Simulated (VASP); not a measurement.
Input of a VASP 6.6.1 run:

The input INCAR:

```
SYSTEM = Sm2B2Rh
PREC     = Accurate       ! precision mode
ENCUT    = 500            ! plane-wave cutoff, eV
EDIFF    = 1E-6           ! SCF threshold, eV
ISMEAR   = 0              ! smearing method
SIGMA    = 0.1            ! smearing width, eV
LREAL    = .FALSE.        ! projectors in reciprocal space
LASPH    = .TRUE.         ! aspherical terms in the spheres
NELM     = 200            ! most SCF steps
ALGO     = Normal         ! electronic algorithm
ISIF     = 2              ! what is computed and relaxed
LWAVE    = .FALSE.        ! write WAVECAR
LCHARG   = .FALSE.        ! write CHGCAR
ISPIN    = 2              ! spin polarisation
MAGMOM   = 0 0 0 0 1      ! initial moments
LORBIT   = 11             ! projections on sites
LMAXMIX  = 6              ! l up to which the mixer works
GGA      = PE             ! functional
NBANDS   = 34             ! bands
GGA_COMPAT= .FALSE.
```

Contents of KPOINTS:

```
Automatic mesh
0
G
  6 6 2
  0 0 0
```

POSCAR

```
Sm2B2Rh
1.0
    3.6964458689      0.0000000000      0.0000000000
   -1.8482229344      3.2012160262      0.0000000000
    0.0000000000      0.0000000000      7.9300759996
Sm B Rh
2 2 1
Direct
    0.3333333333      0.6666666667      0.2826584611
    0.6666666667      0.3333333333      0.7173415389
    0.3333333333      0.6666666667      0.9267799771
    0.6666666667      0.3333333333      0.0732200229
    0.0000000000      0.0000000000      0.0000000000
```

Potentials or basis: VASP PAW PBE potentials, release 64 (Sm_3, B, Rh_pv), 4f in core.

Command:

```console
$ cat potpaw_PBE.64/Sm_3/POTCAR potpaw_PBE.64/B/POTCAR potpaw_PBE.64/Rh_pv/POTCAR > POTCAR
$ mpirun -np 1 vasp_std > vasp.out
```

Q: Predict the net moment.

A: 0.00 μB per cell.

Q: Estimate the largest force.

A: 0.065 eV/Å.

Q: What does it give for the pressure?

A: 0.5 GPa.

Stress tensor (GPa, compression positive):
```
0.43 0.00 0.00
0.00 0.43 0.00
0.00 0.00 0.51
```

Caveat: the k points lie up to 0.40 Å⁻¹ apart; the magnetic or orbital state may not be the lowest. The state reached can hang on the start; a lower one may exist.
